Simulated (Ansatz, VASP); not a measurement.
## One calculation of AgCl, two programs

File POSCAR:

```
AgCl
1.0
    4.5183985972      0.0000000000      0.0000000000
   -2.2591992986      3.9130479696      0.0000000000
    0.0000000000      0.0000000000      5.9405011376
Ag Cl
2 2
Direct
    0.3333333333      0.6666666667      0.2500000000
    0.6666666667      0.3333333333      0.7500000000
    0.6666666667      0.3333333333      0.2500000000
    0.3333333333      0.6666666667      0.7500000000
```

The input INCAR.step1:

```
SYSTEM = AgCl
  ALGO = Normal
  EDIFF = 1E-4
  ENCUT = 520
  GGA = PE
  ISMEAR = 0
  LASPH = .True.
  LCHARG = .False.
  LREAL = .False.
  LWAVE = .True.
  NBANDS = 26
  NELM = 60
  PREC = Accurate
  SIGMA = 0.01
```

The input INCAR.step2:

```
SYSTEM = AgCl
  ALGO = Normal
  EDIFF = 1E-7
  ENCUT = 520
  ISIF = 2
  ISMEAR = 0
  ISTART = 1
  LASPH = .True.
  LCHARG = .True.
  LELF = .True.
  LMIXTAU = .True.
  LREAL = .False.
  LVHAR = .True.
  LWAVE = .False.
  METAGGA = R2SCAN
  NBANDS = 26
  NELM = 60
  PREC = Accurate
  SIGMA = 0.01
```

The input KPOINTS:

```
k-points
0
Gamma
  6 6 4
  0 0 0
```

Input for Ansatz:

```yaml
crystal:
  lattice:
    - [4.5183985972, 0.0, 0.0]
    - [-2.2591992986, 3.9130479696, 0.0]
    - [0.0, 0.0, 5.9405011376]
  atoms:
    - { symbol: Ag, position: [0.3333333333, 0.6666666667, 0.25] }
    - { symbol: Ag, position: [0.6666666667, 0.3333333333, 0.75] }
    - { symbol: Cl, position: [0.6666666667, 0.3333333333, 0.25] }
    - { symbol: Cl, position: [0.3333333333, 0.6666666667, 0.75] }
kpoints:
  mp_grid: { grid: [6, 6, 4] }
  band_path:
    path:
      - [0.0, 0.0, 0.0]
      - [0.5, 0.0, 0.0]
      - [0.3333333333, 0.3333333333, 0.0]
      - [0.0, 0.0, 0.5]
      - [0.5, 0.0, 0.5]
      - [0.3333333333, 0.3333333333, 0.5]
    npoints: 1
hamiltonian:
  xc: r2scan
scf:
  occupations: { method: fixed }
  n_extra_bands: 5
output:
  forces: true
  stress: true
  eigenvalues: true
  write_density: true
  write_potential: true
  elf: true
  volumetric_format: npy
```

Change from the starting cell: uniaxial_z strain +3.8%.

Alike in both runs: task single point; functional r2SCAN; k mesh 6 × 6 × 4; no spin polarisation.

|  | VASP | Ansatz |
| --- | --- | --- |
| version | VASP 6.6.1 | Ansatz 0.2.0 |
| potentials or method | VASP PAW PBE potentials, release 64 (Ag, Cl) | plane waves, PAW |
| plane-wave cutoff (eV) | 520 | 500 |
| occupations | gaussian, width 0.01 eV | fixed |
| valence electrons in the cell | 36 | 52 |

VASP gave:

| Item | Value |
| --- | --- |
| gap on the k mesh at the Fermi level (eV) | 1.73 |
| pressure (GPa) | -1.2 |
| traceless stress, the component that is largest in VASP (GPa) | -0.28 |

Task: Which values does Ansatz return?

Result: gap on the k mesh at the Fermi level (eV): 1.78; pressure (GPa): -1.1; traceless stress, the component that is largest in VASP (GPa): -0.33.

VASP's potentials were made for PBE, not for r2SCAN. VASP's potentials hold 36 valence electrons a cell and Ansatz's 52, so a difference there can come from the potentials and not from the codes.
